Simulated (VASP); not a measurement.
# La16HO24 (a cell with a defect) in VASP: notebook

The runs below take La16HO24 (a cell with a defect) through single point, with PBE.

Everything below comes from runs of VASP 6.6.1. Logs are shortened: lines on timing, memory, paths and dates and some standing lists are left out, and cuts for length are marked.

### 1 The cell of the first run

The cell holds a defect, 41 atoms: a = 7.881 Å, b = 7.881 Å, c = 12.376 Å, α = 90.00°, β = 90.00°, γ = 120.00°.

### 2 Single point, PBE

INCAR

```
ALGO = Normal
EDIFF = 1E-6
ENCUT = 520
GGA = PE
ISIF = 2
ISMEAR = -1
LASPH = T
LCHARG = T
LELF = T
LREAL = Auto
LVHAR = T
LWAVE = F
NBANDS = 186
NELECT = 322.0
NELM = 80
PREC = Accurate
SIGMA = 0.01
```

KPOINTS

```
k-points
0
Gamma
  1 1 1
```

POSCAR

```
La16HO24
1.0
    7.8811453700     -0.0000000600      0.0000000000
   -3.9405726400      6.8252721300      0.0000000000
    0.0000000000      0.0000000000     12.3757188400
La O H
16 24 1
Direct
    0.3197094711      0.1658689936      0.3770352301
    0.1591989589      0.3141734086      0.1281240323
    0.3276209644      0.1620742732      0.8687768476
    0.1675779949      0.3444003353      0.6234976004
    0.3279627615      0.6628422916      0.3778479505
    0.1507299652      0.8255314809      0.1316667760
    0.3303103894      0.6698194494      0.8835725134
    0.1724070925      0.8271720018      0.6213263326
    0.8303096744      0.1606409281      0.3697105646
    0.6627733718      0.3270814698      0.0923573826
    0.8289661582      0.1651046329      0.8694235171
    0.6642648662      0.3327112819      0.6109439862
    0.8393167738      0.6784545674      0.3776668701
    0.6670046203      0.8283984774      0.1256853860
    0.8355537990      0.6709971358      0.8687995533
    0.6511412427      0.8283168687      0.6225879967
    0.3618353625      0.1833223640      0.1847718932
    0.1576382721      0.3296866362      0.3140172341
    0.0033582403     -0.0128712816     -0.0037933958
    0.3352397107      0.1705117390      0.6720754655
    0.1638708633      0.3308590437      0.8271341756
   -0.0061134683      0.0125656528      0.4850109378
    0.3273655289      0.6581620387      0.1677656084
    0.1746176710      0.8403390958      0.3255557154
   -0.0052017182      0.5182402888     -0.0088367392
    0.3290537300      0.6644136576      0.6937618017
    0.1670941181      0.8382342713      0.8148706455
    0.0422552416      0.5195741554      0.5075956461
    0.8177055744      0.1699891267      0.1756499180
    0.6592866335      0.3293137617      0.4117545062
    0.4989683475     -0.0058481141     -0.0058097635
    0.8278898124      0.1711492271      0.6767995547
    0.6618944147      0.3321877863      0.8255914773
    0.4767058889     -0.0492409629      0.5103550817
    0.8346928124      0.5844534803      0.2040996594
    0.6551934219      0.8252583827      0.3156090608
    0.5200888315      0.5156323388      0.0006111968
    0.8285967967      0.6619237979      0.6686666130
    0.6671662747      0.8370728568      0.8193632330
    0.4655256941      0.5206793166      0.5067615935
   -0.0331076651     -0.0555006445      0.2143018950
```

Potentials or basis: VASP PAW PBE potentials, release 64 (La, O, H).

Run with:

```
$ cat potpaw_PBE.64/La/POTCAR potpaw_PBE.64/O/POTCAR potpaw_PBE.64/H/POTCAR > POTCAR
$ mpirun -np 1 vasp_gam > vasp.out
```

OUTCAR:

```text
EDIFF = 1E-6
   ENCUT = 520
   GGA = PE
   ISIF = 2
   ISMEAR = -1
   LASPH = T
   LREAL = Auto
   NELECT = 322.0
   NELM = 80
   PREC = Accurate

 ion  position               nearest neighbor table
   1  0.320  0.166  0.377-  24 2.32  18 2.36  30 2.36  17 2.40  22 2.60
   2  0.159  0.314  0.128-  18 2.30  17 2.40  23 2.40  29 2.41  19 2.77
   3  0.328  0.162  0.869-  27 2.31  21 2.33  33 2.34  20 2.44  19 2.72  31 2.79  10 3.59
   4  0.168  0.344  0.623-  26 2.35  20 2.41  32 2.41  40 2.50  28 2.51  21 2.52
   5  0.328  0.663  0.378-  24 2.35  36 2.36  18 2.41  40 2.49  28 2.53  34 2.56  23 2.60
   6  0.151  0.826  0.132-  23 2.39  24 2.41  35 2.43  17 2.54  19 2.69  25 2.72
   7  0.330  0.670  0.884-  26 2.35  21 2.42  27 2.42  39 2.43  31 2.60  25 2.65  37 2.76
   8  0.172  0.827  0.621-  26 2.36  27 2.40  38 2.42  20 2.43  34 2.50  28 2.53
   9  0.830  0.161  0.370-  18 2.34  30 2.38  36 2.39  29 2.41  22 2.56
  10  0.663  0.327  0.092-  35 2.26  17 2.35  29 2.37  37 2.54  31 2.58  25 2.60  11 3.55   3 3.59
                            15 3.63
  11  0.829  0.165  0.869-  39 2.32  33 2.34  21 2.35  32 2.38  31 2.73  10 3.55
  12  0.664  0.333  0.611-  38 2.36  32 2.36  20 2.37  30 2.47  33 2.66
  13  0.839  0.678  0.378-  35 2.27  24 2.38  36 2.39  30 2.42  22 2.64
  14  0.667  0.828  0.126-  36 2.35  23 2.38  29 2.42  37 2.64  31 2.80  19 2.80
  15  0.836  0.671  0.869-  27 2.36  39 2.36  33 2.37  38 2.48  25 2.61  19 2.67  37 2.70  10 3.63

  16  0.651  0.828  0.623-  26 2.37  38 2.42  32 2.43  39 2.44  34 2.47  40 2.55
  17  0.362  0.183  0.185-  10 2.35   1 2.40   2 2.40   6 2.54
  18  0.158  0.330  0.314-   2 2.30   9 2.34   1 2.36   5 2.41
  19  0.003  0.987  0.996-  15 2.67   6 2.69   3 2.72   2 2.77  14 2.80
  20  0.335  0.171  0.672-  12 2.37   4 2.41   8 2.43   3 2.44
  21  0.164  0.331  0.827-   3 2.33  11 2.35   7 2.42   4 2.52
  22  0.994  0.013  0.485-   9 2.56   1 2.60  13 2.64
  23  0.327  0.658  0.168-  14 2.38   6 2.39   2 2.40   5 2.60
  24  0.175  0.840  0.326-   1 2.32   5 2.35  13 2.38   6 2.41
  25  0.995  0.518  0.991-  10 2.60  15 2.61   7 2.65   6 2.72
  26  0.329  0.664  0.694-   7 2.35   4 2.35   8 2.36  16 2.37
  27  0.167  0.838  0.815-   3 2.31  15 2.36   8 2.40   7 2.42
  28  0.042  0.520  0.508-   4 2.51   5 2.53   8 2.53
  29  0.818  0.170  0.176-  10 2.37   9 2.41   2 2.41  14 2.42
  30  0.659  0.329  0.412-   1 2.36   9 2.38  13 2.42  12 2.47
  31  0.499  0.994  0.994-  10 2.58   7 2.60  11 2.73   3 2.79  14 2.80
  32  0.828  0.171  0.677-  12 2.36  11 2.38   4 2.41  16 2.43
  33  0.662  0.332  0.826-   3 2.34  11 2.34  15 2.37  12 2.66
  34  0.477  0.951  0.510-  16 2.47   8 2.50   5 2.56
  35  0.835  0.584  0.204-  10 2.26  13 2.27   6 2.43
  36  0.655  0.825  0.316-  14 2.35   5 2.36   9 2.39  13 2.39
  37  0.520  0.516  0.001-  10 2.54  14 2.64  15 2.70   7 2.76
  38  0.829  0.662  0.669-  12 2.36  16 2.42   8 2.42  15 2.48
  39  0.667  0.837  0.819-  11 2.32  15 2.36   7 2.43  16 2.44
  40  0.466  0.521  0.507-   5 2.49   4 2.50  16 2.55
  41  0.967  0.944  0.214-

  LATTYP: Found a hexagonal cell.
[... 203 lines left out ...]
   EFERMI =   0.00;   METHOD = LEGACY
   ISMEAR =    -1;   SIGMA  =   0.01  broadening in eV -4-tet -1-fermi 0-gaus
   EFERMI_NEDOS =   21; number of points for ismear=-14 and -15
   IALGO  =     38    algorithm
   IMIX   =      4    mixing-type and parameters
     AMIX     =   0.40;   BMIX     =  1.00
     AMIX_MAG =   1.60;   BMIX_MAG =  1.00
  volume/ion in A,a.u.               =      16.24       109.57
  Fermi-wavevector in a.u.,A,eV,Ry     =   1.285090  2.428468 22.469427  1.651456
  Thomas-Fermi vector in A             =   2.417245
   LORBIT       =      0    0 simple, 1 ext, 2 COOP (PROOUT), +10 PAW based schemes
   GGA     = PE    functional components
   LHFCALC =     F    Hartree Fock is set to
   AEXX    =    0.0000 exact exchange contribution
   IVDW    =     0    specifies the selected vdW correction
   LEPSILON=     F    determine dielectric tensor
   LRPA    =     F    only Hartree local field effects (RPA)
 non-spin polarized calculation
  energy-cutoff  :      520.00
  volume of cell :      665.70
 maximum number of plane-waves:      8979
 NGX is ok and might be reduce to    60
   NGX = 29   NGY = 29   NGZ = 47

 number of electron     322.0000010 magnetization

 Free energy of the ion-electron system (eV)
  ---------------------------------------------------
  ext. energy  EPLUGINS =         0.00000000
  ---------------------------------------------------
  free energy    TOTEN  =      -326.95873146 eV

  energy without entropy =     -326.95873146  energy(sigma->0) =     -326.95873146

 E-fermi :   6.7607     XC(G=0): -10.4225

 val. band max:        6.4599499253   @ k =   0.0000   0.0000   0.0000
 cond. band min:       9.6056775233   @ k =   0.0000   0.0000   0.0000
 fundamental gap:      3.1457275980
 Fermi energy:         6.7606648955

 k-point     1 :       0.0000    0.0000    0.0000
  band No.  band energies     occupation
      1     -24.1025      2.00000
      2     -23.9940      2.00000
      3     -23.9836      2.00000
      4     -23.9652      2.00000
      5     -23.8774      2.00000
      6     -23.8653      2.00000
[... 165 lines left out ...]
    172      10.4712      0.00000
    173      10.4901      0.00000
 [bands above 173 left out]

------------------------ aborting loop because EDIFF is reached ----------------------------------------

  FORCE on cell =-STRESS in cart. coord.  units (eV):
  Direction    XX          YY          ZZ          XY          YZ          ZX
  --------------------------------------------------------------------------------------
  -------------------------------------------------------------------------------------
  Total       21.3555885     18.8891324     19.9799171     -0.3930683     -0.6023960     -0.0083251
  in kB       51.3975460     45.4614046     48.0866500     -0.9460169     -1.4498161     -0.0200364
  external PRESSURE =      48.3152002 kB  Pullay stress =       0.0000000 kB

 VOLUME and BASIS-vectors are now :
 -----------------------------------------------------------------------------
  energy-cutoff  :      520.00
  volume of cell :      665.70
      direct lattice vectors                 reciprocal lattice vectors
     7.881145370 -0.000000060  0.000000000     0.126885111  0.073257152  0.000000000
    -3.940572640  6.825272130  0.000000000     0.000000001  0.146514305  0.000000000
     0.000000000  0.000000000 12.375718840     0.000000000  0.000000000  0.080803387

 POSITION                                       TOTAL-FORCE (eV/Angst)
 -----------------------------------------------------------------------------------
      1.86606      1.13210      4.66608         0.027098     -0.030643     -0.047190
      0.01665      2.14432      1.58563        -0.028923     -0.076261      0.053476
      1.94336      1.10620     10.75174        -0.007442     -0.016923     -0.025790
     -0.03643      2.35063      7.71623         0.015913      0.003875      0.023057
     -0.02726      4.52408      4.67614         0.029551     -0.020430      0.017051
     -2.06514      5.63448      1.62947        -0.041088     -0.017687      0.040527
[... 33 lines left out ...]
      1.61710      3.55378      6.27154         0.039590     -0.027029      0.022493
      3.89835      6.44647      2.65214         0.052835      0.526718      0.111404
 -----------------------------------------------------------------------------------
    total drift:                                0.019750      0.008031     -0.020789

  FREE ENERGIE OF THE ION-ELECTRON SYSTEM (eV)
  ---------------------------------------------------
  free  energy   TOTEN  =      -326.9587314646 eV

  energy  without entropy=     -326.9587314646  energy(sigma->0) =     -326.95873146
```

It took 13 min on 1 thread of Intel Xeon 8259CL, shared host; peak memory 0.74 GiB.

Results:

```yaml
Free_energy: -326.9587 eV
Largest_force: 0.572 eV/Å
```

Forces on the atoms (eV/Å):
```
La   0.027 -0.031 -0.047
La  -0.029 -0.076  0.053
La  -0.007 -0.017 -0.026
La   0.016  0.004  0.023
La   0.030 -0.020  0.017
La  -0.041 -0.018  0.041
La   0.012 -0.012  0.012
La   0.021 -0.020  0.023
La   0.056 -0.108  0.059
La  -0.039 -0.042 -0.049
La   0.005 -0.014 -0.022
La   0.002 -0.014 -0.017
La   0.018 -0.001  0.014
La   0.100 -0.041  0.087
La   0.001 -0.029 -0.012
La   0.002 -0.020  0.035
O   -0.007 -0.023 -0.004
O    0.001  0.012  0.027
O   -0.062 -0.007 -0.006
O    0.005 -0.021 -0.015
O    0.013 -0.018 -0.018
O    0.006 -0.028 -0.024
O    0.007 -0.004 -0.033
O    0.044 -0.059  0.014
O    0.018 -0.072 -0.022
O    0.009 -0.005  0.011
O    0.006 -0.012  0.023
O    0.012 -0.002  0.018
O   -0.093  0.047  0.117
O    0.052 -0.016 -0.064
O    0.048 -0.018 -0.027
O    0.007 -0.012 -0.023
O   -0.001 -0.015 -0.013
O    0.027 -0.006  0.002
O   -0.399  0.325 -0.249
O    0.017 -0.064  0.019
O   -0.008 -0.006 -0.035
O    0.018 -0.017 -0.007
O    0.015 -0.018 -0.016
O    0.040 -0.027  0.022
H    0.053  0.527  0.111
```

Caveat: the k points lie up to 0.92 Å⁻¹ apart, too coarse for converged energies, forces and pressures; the cell carries a net charge on a neutralising background, which shifts energy and pressure; the cell is charged against a uniform background, so pressure and absolute levels hang on convention; spin-orbit coupling is left out, which moves the levels of the heavy elements.

(Part 1 of 2 ends here.)
